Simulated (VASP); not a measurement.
Input of a VASP 6.6.1 run:

Contents of INCAR:

```
PREC = Accurate
ENCUT = 520
EDIFF = 1E-6
ISMEAR = 0
SIGMA = 0.02
LREAL = F
LASPH = T
NELM = 100
ALGO = Normal
ISIF = 2
LWAVE = F
LCHARG = F
GGA = PE
NBANDS = 31
```

File KPOINTS:

```
Automatic mesh
0
Gamma
  10 10 10
```

File POSCAR:

```
BeZn2Se3
1.0
   -1.9918292873      1.9918292873      8.5618123268
    1.9918292873     -1.9918292873      8.5618123268
    1.9918292873      1.9918292873     -8.5618123268
Be Zn Se
1 2 3
Direct
    0.0000000000      0.0000000000      0.0000000000
    0.6615329931      0.6615329931      0.0000000000
    0.3384670069      0.3384670069      0.0000000000
    0.4277495877      0.9277495877      0.5000000000
    0.0722504123      0.5722504123      0.5000000000
    0.7500000000      0.2500000000      0.5000000000
```

Potentials or basis: VASP PAW PBE potentials, release 64 (Be, Zn, Se).

Command:

```console
$ cat potpaw_PBE.64/Be/POTCAR potpaw_PBE.64/Zn/POTCAR potpaw_PBE.64/Se/POTCAR > POTCAR
$ mpirun -np 1 vasp_std > vasp.out
```

Task: Predict the band gap on the k mesh.

Result: 1.58 eV.

Task: Predict the largest force.

Result: 0.012 eV/Å.

Task: Estimate the pressure.

Result: -3.0 GPa.

Forces on the atoms (eV/Å):
```
Be   0.000  0.000  0.000
Zn   0.000  0.000 -0.001
Zn   0.000  0.000  0.001
Se   0.000  0.000  0.012
Se   0.000  0.000 -0.012
Se   0.000  0.000  0.000
```

Caveat: the cell stands under tension. A k mesh can miss the band edges.
